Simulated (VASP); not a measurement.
AlRu:

```xyz
2
Lattice="2.9916 0.0000 0.0000 0.0000 2.9916 0.0000 0.0000 0.0000 2.9916" Properties=species:S:1:pos:R:3 pbc="T T T"
Ru    1.4958    1.4958    1.4958
Al    0.0000    0.0000    0.0000
```

* Program: VASP 6.6.1
* Task: relaxation of cell and atoms
* Functional: PBEsol-based global hybrid with 25 % exact exchange
* Potentials or basis: VASP PAW PBE potentials, release 64 (Ru_pv, Al)
* Cutoff: 600 eV
* k mesh: 5 × 5 × 5
* Occupations: fermi-dirac, width 0.05 eV
* Spin: no spin polarisation

At the start: pressure -7.9 GPa; volume 13.39 Å³/atom.

Task: How do energy, volume and symmetry change on relaxing?

Result: Over 4 steps the energy falls by 18.5 meV/atom and the volume is 12.94 Å³/atom (-3.3 %); space group Pm-3m (No. 221, to 0.1 Å) before and after.

The path:
```tsv
step	energy change (eV)	largest force (eV/Å)	pressure (GPa)	volume (Å³)
1	0.0000	0.0000	-7.90	26.77
2	0.0529	0.0000	16.65	24.30
3	-0.0370	0.0000	0.25	25.86
4	-0.0370	0.0000	0.01	25.89
```

Final structure:
```
Ru Al
1.0
     2.95827    0.00000    0.00000
     0.00000    2.95827    0.00000
     0.00000    0.00000    2.95827
Ru Al
1 1
Direct
  0.50000 0.50000 0.50000
  0.00000 0.00000 0.00000
```

Caveat: the k points lie up to 0.42 Å⁻¹ apart in the final cell, too coarse for converged energies and pressures of a metal; the PAW data sets were made with another functional, which shifts forces and pressure a little.
